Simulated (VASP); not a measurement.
Wanted: the native input for a VASP 6.6.1 run.

```yaml
Task: single point
Functional: PBE
Potentials_or_basis: VASP PAW PBE potentials, release 64 (Al, Ni)
Cutoff: 520 eV
k_mesh: 6 × 6 × 2
Occupations: gaussian, width 0.1 eV
Spin: collinear spin, ferrimagnetic start
Starting_moments: "[0.0, 2.0, 2.0, -2.0] μB"
Dipole_correction: no
Further_INCAR_settings: ALGO = Normal; EDIFF = 1e-06; NBANDS = 28
```

The structure of AlNi3 lies in POSCAR:

```
AlNi3
1.0
    2.6134203077      0.0000000029      0.0000000000
   -1.3067101564      2.2632883758      0.0000000000
    0.0000000000      0.0000000000      7.8659838640
Al Ni
1 3
Direct
    0.6666666667      0.3333333333      0.0000000000
    0.3333333333      0.6666666667      0.7557738592
    0.3333333333      0.6666666667      0.2442261408
    0.6666666667      0.3333333333      0.5000000000
```

One way to write it, as run:

INCAR

```
PREC = Accurate
ENCUT = 520
EDIFF = 1E-6
ISMEAR = 0
SIGMA = 0.1
LREAL = F
LASPH = T
NELM = 150
ALGO = Normal
ISIF = 2
LWAVE = F
LCHARG = F
ISPIN = 2
MAGMOM = 0 2 2 -2
LORBIT = 11
LMAXMIX = 4
GGA = PE
NBANDS = 28
```

KPOINTS

```
regular mesh
0
Gamma
  6 6 2
```

Potentials or basis: VASP PAW PBE potentials, release 64 (Al, Ni).

Run with:

```sh
$ cat potpaw_PBE.64/Al/POTCAR potpaw_PBE.64/Ni/POTCAR > POTCAR
$ mpirun -np 1 vasp_std > vasp.out
```

It gave:

```yaml
Pressure: 0.2 GPa
Largest_force: 0.046 eV/Å
Net_moment: -0.30 μB per cell
Site_moments: Al +0.00; Ni -0.05, -0.22 (each value once) μB
Valence_electrons_inside_the_program's_atomic_spheres: Al 0.87; Ni 9.34, 9.19 (each value once)
```

Caveat: the k points lie up to 0.46 Å⁻¹ apart.

Wall time 94 s on 1 thread of AMD EPYC 7R13 (shared host), peak memory 0.16 GiB.
